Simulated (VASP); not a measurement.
Here is a VASP 6.6.1 calculation.

Contents of POSCAR:

```
TiB2
1.0
    3.0886111617      0.0000000000      0.0000000000
   -1.5443055808      2.6748157284      0.0000000000
    0.0000000000      0.0000000000      3.2917180359
Ti B
1 2
Direct
    0.0000000000      0.0000000000      0.0000000000
    0.6666666667      0.3333333333      0.5000000000
    0.3333333333      0.6666666667      0.5000000000
```

File INCAR.step1:

```
SYSTEM = TiB2
PREC = Accurate
ENCUT = 520
ISMEAR = -1
SIGMA = 0.05
LREAL = .FALSE.
LASPH = .TRUE.
NELM = 80
NBANDS = 16
GGA = PE
ALGO = Normal
EDIFF = 1E-4
LWAVE = .TRUE.
LCHARG = .FALSE.
```

File INCAR.step2:

```
SYSTEM = TiB2
PREC = Accurate
ENCUT = 520
EDIFF = 1E-6
ISMEAR = -1
SIGMA = 0.05
LREAL = .FALSE.
LASPH = .TRUE.
NELM = 80
ALGO = Normal
ISIF = 2
LWAVE = .FALSE.
LCHARG = .TRUE.
METAGGA = R2SCAN
LMIXTAU = .TRUE.
LELF = .TRUE.
LVHAR = .TRUE.
NBANDS = 16
ISTART = 1
```

The input KPOINTS:

```
regular mesh
0
G
  10 10 8
  0 0 0
```

Potentials or basis: VASP PAW PBE potentials, release 64 (Ti_sv, B).

Launch:

```console
$ cat potpaw_PBE.64/Ti_sv/POTCAR potpaw_PBE.64/B/POTCAR > POTCAR
$ cp INCAR.step1 INCAR
$ mpirun -np 1 vasp_std > vasp.out
$ cp INCAR.step2 INCAR
$ mpirun -np 1 vasp_std > vasp.out
```

(1) Predict the band gap on the k mesh.

(2) What does it give for the pressure?

Results:

(1) zero (band 9 reaches 9.92 eV, above the bottom of band 10 at 9.31 eV).

(2) -13.9 GPa.

Caveat: the PAW data sets were made with another functional, which shifts forces and pressure a little.
